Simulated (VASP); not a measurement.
# InGa3C (Pm-3m) in VASP: electric field gradients with PBEsol

Aim: the electric field gradients of InGa3C with PBEsol.

Program: VASP 6.6.1. These are calculated values, not measurements. Logs are shortened: lines on timing, memory, paths and dates and some standing lists are left out, and cuts for length are marked.

**1. The cell of the first run**

It takes space group Pm-3m (No. 221, cubic). The conventional cell has a = 4.378 Å, b = 4.378 Å, c = 4.378 Å, α = 90.00°, β = 90.00°, γ = 90.00°. Within 4.1 Å of In (site symmetry m-3m) lie 12 Ga at 3.10 Å and 8 C at 3.79 Å. Ga (site symmetry 4/mmm) has 2 C at 2.19 Å within 2.9 Å. Within 2.9 Å of C (site symmetry m-3m) lie 6 Ga at 2.19 Å.

**2. Electric field gradients, PBEsol**

The input, INCAR:

```
ALGO = Normal
EDIFF = 1E-8
ENCUT = 520
GGA = PS
ISIF = 2
ISMEAR = -1
LASPH = True
LCHARG = False
LEFG = True
LREAL = False
LWAVE = False
NBANDS = 36
NELM = 80
PREC = Accurate
SIGMA = 0.15
```

The input, KPOINTS:

```
k-points
0
Gamma
  8 8 8
```

The input, POSCAR:

```
InGa3C
1.0
    4.3780790072      0.0000000000      0.0000000000
    0.0000000000      4.3780790072      0.0000000000
    0.0000000000      0.0000000000      4.3780790072
In Ga C
1 3 1
Direct
    0.0000000000      0.0000000000      0.0000000000
    0.5000000000      0.0000000000      0.5000000000
    0.0000000000      0.5000000000      0.5000000000
    0.5000000000      0.5000000000      0.0000000000
    0.5000000000      0.5000000000      0.5000000000
```

Potentials or basis: VASP PAW PBE potentials, release 64 (In_d, Ga_d, C).

Command:

```
> cat potpaw_PBE.64/In_d/POTCAR potpaw_PBE.64/Ga_d/POTCAR potpaw_PBE.64/C/POTCAR > POTCAR
> mpirun -np 1 vasp_std > vasp.out
```

OUTCAR:

```text
EDIFF = 1E-8
   ENCUT = 520
   GGA = PS
   ISIF = 2
   ISMEAR = -1
   LASPH = True
   LREAL = False
   NELM = 80
   PREC = Accurate

 ion  position               nearest neighbor table
   1  0.000  0.000  0.000-   2 3.10   3 3.10   4 3.10   2 3.10   3 3.10   3 3.10   4 3.10   3 3.10
                             2 3.10   4 3.10   2 3.10   4 3.10
   2  0.500  0.000  0.500-   5 2.19   5 2.19   1 3.10   1 3.10   1 3.10   1 3.10
   3  0.000  0.500  0.500-   5 2.19   5 2.19   1 3.10   1 3.10   1 3.10   1 3.10
   4  0.500  0.500  0.000-   5 2.19   5 2.19   1 3.10   1 3.10   1 3.10   1 3.10
   5  0.500  0.500  0.500-   2 2.19   3 2.19   4 2.19   4 2.19   2 2.19   3 2.19

  LATTYP: Found a simple cubic cell.
 ALAT       =     4.3780790072

  Lattice vectors:

 A1 = (   4.3780790072,   0.0000000000,   0.0000000000)
 A2 = (   0.0000000000,   4.3780790072,   0.0000000000)
 A3 = (   0.0000000000,   0.0000000000,   4.3780790072)

Analysis of symmetry for initial positions (statically):
=====================================================================
 Subroutine PRICEL returns:
 Original cell was already a primitive cell.

 Routine SETGRP: Setting up the symmetry group for a
 simple cubic supercell.

 Subroutine GETGRP returns: Found 48 space group operations
[... 9 lines left out ...]

 Routine SETGRP: Setting up the symmetry group for a
 simple cubic supercell.

 Subroutine GETGRP returns: Found 48 space group operations
[... 11 lines left out ...]
                                     Primitive cell

  volume of cell :      83.9172

  direct lattice vectors                    reciprocal lattice vectors
     4.378079007  0.000000000  0.000000000     0.228410679  0.000000000  0.000000000
     0.000000000  4.378079007  0.000000000     0.000000000  0.228410679  0.000000000
     0.000000000  0.000000000  4.378079007     0.000000000  0.000000000  0.228410679

  length of vectors
     4.378079007  4.378079007  4.378079007     0.228410679  0.228410679  0.228410679

  position of ions in fractional coordinates (direct lattice)
     0.000000000  0.000000000  0.000000000
     0.500000000  0.000000000  0.500000000
     0.000000000  0.500000000  0.500000000
     0.500000000  0.500000000  0.000000000
     0.500000000  0.500000000  0.500000000

  ion indices of the primitive-cell ions
   primitive index   ion index
                 1           1
                 2           2
                 3           3
                 4           4
                 5           5

----------------------------------------------------------------------------------------

 KPOINTS: k-points

Automatic generation of k-mesh.
 Grid dimensions read from file:
 generate k-points for:    8    8    8

 Generating k-lattice:

  Cartesian coordinates                     Fractional coordinates (reciprocal lattice)
     0.028551335  0.000000000  0.000000000     0.125000000  0.000000000  0.000000000
     0.000000000  0.028551335  0.000000000     0.000000000  0.125000000  0.000000000
     0.000000000  0.000000000  0.028551335     0.000000000  0.000000000  0.125000000

  Length of vectors
     0.028551335  0.028551335  0.028551335

  Shift w.r.t. Gamma in fractional coordinates (k-lattice)
     0.000000000  0.000000000  0.000000000

 Subroutine IBZKPT returns following result:
 ===========================================

 Found     35 irreducible k-points:

 Following reciprocal coordinates:
            Coordinates               Weight
  0.000000  0.000000  0.000000      1.000000
  0.125000  0.000000  0.000000      6.000000
  0.250000  0.000000  0.000000      6.000000
  0.375000  0.000000  0.000000      6.000000
  0.500000  0.000000  0.000000      3.000000
  0.125000  0.125000  0.000000     12.000000
[... 16 lines left out ...]
  0.375000  0.375000  0.125000     24.000000
  0.500000  0.375000  0.125000     24.000000
 [... further k-points ...]
   k-points           NKPTS =     35   k-points in BZ     NKDIM =     35   number of bands    NBANDS=     36
   number of dos      NEDOS =    301   number of ions     NIONS =      5
   total plane-waves  NPLWV =  46656
   dimension x,y,z NGX =    36 NGY =   36 NGZ =   36
   dimension x,y,z NGXF=    72 NGYF=   72 NGZF=   72
   ions per type =               1   3   1
   NGX,Y,Z   is equivalent  to a cutoff of  13.67, 13.67, 13.67 a.u.
   NGXF,Y,Z  is equivalent  to a cutoff of  27.34, 27.34, 27.34 a.u.
 SYSTEM =  unknown system
   PREC   = accura    normal or accurate (medium, high low for compatibility)
   ISTART =      0    job   : 0-new  1-cont  2-samecut
   ICHARG =      2    charge: 1-file 2-atom 10-const
   ISPIN  =      1    spin polarized calculation?
   LNONCOLLINEAR =      F non collinear calculations
   LSORBIT =      F    spin-orbit coupling
   LASPH  =      T    aspherical Exc in radial PAW
   ENCUT  =  520.0 eV  38.22 Ry    6.18 a.u.   8.14  8.14  8.14*2*pi/ulx,y,z
   NELM   =     80;   NELMIN=  2; NELMDL= -5     # of ELM steps
   EDIFF  = 0.1E-07   stopping-criterion for ELM
   LREAL  =      F    real-space projection
   EDIFFG = 0.1E-06   stopping-criterion for IOM
   NSW    =      0    number of steps for IOM
   IBRION =     -1    ionic relax: 0-MD 1-quasi-New 2-CG
   NFREE  =      0    steps in history (QN), initial steepest desc. (CG)
   ISIF   =      2    stress and relaxation
   ISYM   =      2    0-nonsym 1-usesym 2-fastsym
   POTIM  = 0.5000    time-step for ionic-motion
   TEBEG  =    0.0;   TEEND  =   0.0 temperature during run
   PSTRESS=    0.0 pullay stress
   NELECT =      56.0000    total number of electrons
   NUPDOWN=      -1.0000    fix difference up-down
   EMIN   =  10.00;   EMAX   =-10.00  energy-range for DOS
   EFERMI =   0.00;   METHOD = LEGACY
   ISMEAR =    -1;   SIGMA  =   0.15  broadening in eV -4-tet -1-fermi 0-gaus
   EFERMI_NEDOS =   21; number of points for ismear=-14 and -15
   IALGO  =     38    algorithm
   IMIX   =      4    mixing-type and parameters
     AMIX     =   0.40;   BMIX     =  1.00
     AMIX_MAG =   1.60;   BMIX_MAG =  1.00
  volume/ion in A,a.u.               =      16.78       113.26
  Fermi-wavevector in a.u.,A,eV,Ry     =   1.430608  2.703457 27.846208  2.046639
  Thomas-Fermi vector in A             =   2.550435
   LORBIT       =      0    0 simple, 1 ext, 2 COOP (PROOUT), +10 PAW based schemes
   GGA     = PS    functional components
   LHFCALC =     F    Hartree Fock is set to
   AEXX    =    0.0000 exact exchange contribution
   IVDW    =     0    specifies the selected vdW correction
   LEPSILON=     F    determine dielectric tensor
   LRPA    =     F    only Hartree local field effects (RPA)
 non-spin polarized calculation
  energy-cutoff  :      520.00
  volume of cell :       83.92
 maximum number of plane-waves:      2301
 NGX is ok and might be reduce to    36
   NGX = 17   NGY = 17   NGZ = 17

 number of electron      55.9999981 magnetization

 Free energy of the ion-electron system (eV)
  ---------------------------------------------------
  ext. energy  EPLUGINS =         0.00000000
  ---------------------------------------------------
  free energy    TOTEN  =       -19.59052719 eV

  energy without entropy =      -19.41723229  energy(sigma->0) =      -19.50387974

 E-fermi :   6.7403     XC(G=0): -11.3797

 val. band max:        6.7367788687   @ k =   0.3750   0.3750   0.0000
 cond. band min:       6.7468063470   @ k =   0.3750   0.3750   0.0000
 fundamental gap:      0.0100274784
 Fermi energy:         6.7402893946

 k-point     1 :       0.0000    0.0000    0.0000
  band No.  band energies     occupation
      1      -8.8088      2.00000
      2      -8.2770      2.00000
      3      -8.2770      2.00000
      4      -8.2770      2.00000
      5      -8.2381      2.00000
      6      -8.2381      2.00000
[... 28 lines left out ...]
     35      14.2550      0.00000
     36      14.2552      0.00000

 k-point     2 :       0.1250    0.0000    0.0000
  band No.  band energies     occupation
      1      -8.7783      2.00000
      2      -8.2712      2.00000
      3      -8.2647      2.00000
      4      -8.2647      2.00000
      5      -8.2303      2.00000
      6      -8.2290      2.00000
[... 850 lines left out ...]
 k-point    24 :       0.5000    0.3750    0.1250
  band No.  band energies     occupation
      1      -8.3462      2.00000
      2      -8.2104      2.00000
      3      -8.1947      2.00000
      4      -8.1828      2.00000
      5      -8.1553      2.00000
      6      -8.1502      2.00000
[... 28 lines left out ...]
     35      13.3283      0.00000
     36      13.7150      0.00000

 [... further k-points ...]
[... 5 lines left out ...]
  --------------------------------------------------------------------------------------
  -------------------------------------------------------------------------------------
  Total        0.0383688      0.0383688      0.0383688      0.0000000      0.0000000     -0.0000000
  in kB        0.7325519      0.7325519      0.7325519      0.0000000      0.0000000     -0.0000000
  external PRESSURE =       0.7325519 kB  Pullay stress =       0.0000000 kB

 VOLUME and BASIS-vectors are now :
 -----------------------------------------------------------------------------
  energy-cutoff  :      520.00
  volume of cell :       83.92
      direct lattice vectors                 reciprocal lattice vectors
     4.378079007  0.000000000  0.000000000     0.228410679  0.000000000  0.000000000
     0.000000000  4.378079007  0.000000000     0.000000000  0.228410679  0.000000000
     0.000000000  0.000000000  4.378079007     0.000000000  0.000000000  0.228410679

 POSITION                                       TOTAL-FORCE (eV/Angst)
 -----------------------------------------------------------------------------------
      0.00000      0.00000      0.00000         0.000000      0.000000      0.000000
      2.18904      0.00000      2.18904         0.000000      0.000000      0.000000
      0.00000      2.18904      2.18904         0.000000      0.000000      0.000000
      2.18904      2.18904      0.00000         0.000000      0.000000      0.000000
      2.18904      2.18904      2.18904         0.000000      0.000000      0.000000
 -----------------------------------------------------------------------------------
    total drift:                                0.000000      0.000000      0.000000

  FREE ENERGIE OF THE ION-ELECTRON SYSTEM (eV)
  ---------------------------------------------------
  free  energy   TOTEN  =       -19.5905271862 eV

  energy  without entropy=      -19.4172322875  energy(sigma->0) =      -19.50387974

 Electric field gradients (V/A^2)
---------------------------------------------------------------------
 ion       V_xx      V_yy      V_zz      V_xy      V_xz      V_yz
---------------------------------------------------------------------
   1       0.000     0.000     0.000    -0.000     0.000    -0.000
   2      42.982   -85.965    42.982     0.000     0.000     0.000
   3     -85.965    42.982    42.982    -0.000    -0.000    -0.000
   4      42.982    42.982   -85.965     0.000     0.000    -0.000
   5      -0.000    -0.000     0.000    -0.000    -0.000    -0.000
---------------------------------------------------------------------

 Electric field gradients after diagonalization (V/A^2)
 (convention: |V_zz| > |V_xx| > |V_yy|)
----------------------------------------------------------------------
 ion       V_xx      V_yy      V_zz     asymmetry (V_yy - V_xx)/ V_zz
----------------------------------------------------------------------
   1       0.000     0.000     0.000      -0.083
   2      42.982    42.982   -85.965       0.000
   3      42.982    42.982   -85.965       0.000
   4      42.982    42.982   -85.965       0.000
   5      -0.000    -0.000     0.000       0.252
----------------------------------------------------------------------

           NMR quadrupolar parameters

 Cq : quadrupolar parameter    Cq=e*Q*V_zz/h
 eta: asymmetry parameters     (V_yy - V_xx)/ V_zz
 Q  : nuclear electric quadrupole moment in mb (millibarn)
----------------------------------------------------------------------
 ion       Cq(MHz)       eta       Q (mb)
----------------------------------------------------------------------
   1       0.000      -0.083       1.000
   2      -0.208       0.000       1.000
   3      -0.208       0.000       1.000
   4      -0.208       0.000       1.000
   5       0.000       0.252       1.000
----------------------------------------------------------------------
```

Run time: 2.7 min. Hardware: 1 thread of AMD EPYC 7R13 (Zen 3), shared host; peak memory 0.23 GiB.

What came out:

```yaml
Free_energy: -19.5905 eV
Pressure: 0.1 GPa
Band_gap_on_the_k_mesh: zero (band 28 reaches 7.67 eV, above the bottom of band 29 at 6.40 eV)
```

Levels at points of the mesh, in eV from the Fermi level:
```
           k point  band 24  band 25  band 26  band 27  band 28  band 29  band 30  band 31  band 32  band 33
(0.00, 0.00, 0.00)    -4.99    -4.99    -3.03    -3.03     0.93     0.93     0.93     2.12     4.04     4.04
(0.50, 0.00, 0.00)    -4.24    -4.22    -2.91    -2.54    -0.34    -0.34     1.33     3.46     3.61     3.61
(0.50, 0.50, 0.00)    -6.20    -3.76    -2.60    -0.06    -0.06     1.63     1.63     2.24     2.31     3.71
(0.50, 0.50, 0.50)    -6.74    -4.22    -3.92    -3.92    -3.92     3.16     3.16     3.16     5.83     7.41
```

Electric field gradients, principal values (V/Å²):
| atom | least | middle | greatest (by size) |
| --- | --- | --- | --- |
| 1 In | 0.000 | 0.000 | 0.000 |
| 2 Ga | 42.982 | 42.982 | -85.965 |
| 3 Ga | 42.982 | 42.982 | -85.965 |
| 4 Ga | 42.982 | 42.982 | -85.965 |
| 5 C | 0.000 | 0.000 | 0.000 |

Caveat: without QUAD_EFG the Cq values of the log hold for a quadrupole moment of 1 mb, not for the nuclei; the PAW data sets were made with another functional, which shifts forces and pressure a little; spin-orbit coupling is left out, which moves the levels of the heavy elements.
